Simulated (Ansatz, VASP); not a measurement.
Two plane-wave programs on P

File INCAR:

```
PREC     = Accurate       # precision mode
ENCUT    = 520            # plane-wave cutoff, eV
EDIFF    = 1E-6           # SCF threshold, eV
ISMEAR   = -1             # smearing method
SIGMA    = 0.1            # smearing width, eV
LREAL    = F              # projectors in reciprocal space
LASPH    = T              # aspherical terms in the spheres
NELM     = 100            # most SCF steps
ALGO     = Normal         # electronic algorithm
ISIF     = 2              # what is computed and relaxed
LWAVE    = F              # write WAVECAR
LCHARG   = F              # write CHGCAR
GGA      = PS             # functional
NBANDS   = 8              # bands
```

File KPOINTS:

```
regular mesh
0
Gamma
  17 17 17
```

POSCAR

```
P
1.0
    0.0000000000      1.5356730438      1.5356730438
    1.5356730438      0.0000000000      1.5356730438
    1.5356730438      1.5356730438      0.0000000000
P
1
Direct
    0.0000000000      0.0000000000      0.0000000000
```

Input for Ansatz:

```yaml
crystal:
  lattice:
    - [0.0, 1.5356730438, 1.5356730438]
    - [1.5356730438, 0.0, 1.5356730438]
    - [1.5356730438, 1.5356730438, 0.0]
  atoms:
    - { symbol: P, position: [0.0, 0.0, 0.0] }
kpoints:
  mp_grid: { grid: [17, 17, 17] }
scf:
  occupations: { method: fermi_dirac, width: 0.1 }
hamiltonian:
  xc: pbesol
  pseudopotentials: { kind: paw }
output:
  forces: true
  stress: true
  eigenvalues: true
  populations: true
```

Change from the starting cell: volume scaled by 0.52, PAW files.

Alike in both runs: task single point; functional PBEsol; k mesh 17 × 17 × 17; occupations fermi-dirac, width 0.1 eV; no spin polarisation.

|  | VASP | Ansatz |
| --- | --- | --- |
| version | VASP 6.6.1 | Ansatz 0.2.0 |
| potentials or method | VASP PAW PBE potentials, release 64 (P) | PAW with Ansatz's default frozen-core files, scalar-relativistic |
| plane-wave cutoff (eV) | 520 | 420 |
| valence electrons in the cell | 5 | 5 |

|  | VASP | Ansatz | Ansatz less VASP |
| --- | --- | --- | --- |
| pressure (GPa) | 240.3 | 240.8 | +0.51 |

VASP's potentials were made for PBE, not for PBEsol. Both programs put the cell under a high pressure, so it lies far from rest at this level.

Noted on VASP's run: the cell as given lies far from equilibrium.
